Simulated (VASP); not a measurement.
Here is a VASP 6.6.1 calculation.

The input INCAR:

```
PREC = Accurate ; ENCUT = 520
EDIFF = 1E-8 ; ISMEAR = -1
SIGMA = 0.05 ; LREAL = F
LASPH = T ; NELM = 80
ALGO = Normal ; ISIF = 2
LWAVE = F ; LCHARG = F
GGA = PS ; LEFG = T
NBANDS = 17
```

Contents of KPOINTS:

```
regular mesh
0
Gamma
  13 13 7
```

File POSCAR:

```
Hf
1.0
    3.2387651710      0.0000000000      0.0000000000
   -1.6193825855      2.8048529150      0.0000000000
    0.0000000000      0.0000000000      5.1243576326
Hf
2
Direct
    0.3333333333      0.6666666667      0.2500000000
    0.6666666667      0.3333333333      0.7500000000
```

Potentials or basis: VASP PAW PBE potentials, release 64 (Hf_pv).

Run with:

```sh
$ cat potpaw_PBE.64/Hf_pv/POTCAR > POTCAR
$ mpirun -np 1 vasp_std > vasp.out
```

(1) Predict the band gap on the k mesh.

(2) What does it give for the pressure?

## Answers

(1) zero (band 10 reaches 5.65 eV, above the bottom of band 11 at 4.09 eV).

(2) -7.8 GPa.

Caveat: without QUAD_EFG the Cq values of the log hold for a quadrupole moment of 1 mb, not for the nuclei; the PAW data sets were made with another functional, which shifts forces and pressure a little; spin-orbit coupling is left out, which moves the levels of the heavy elements.
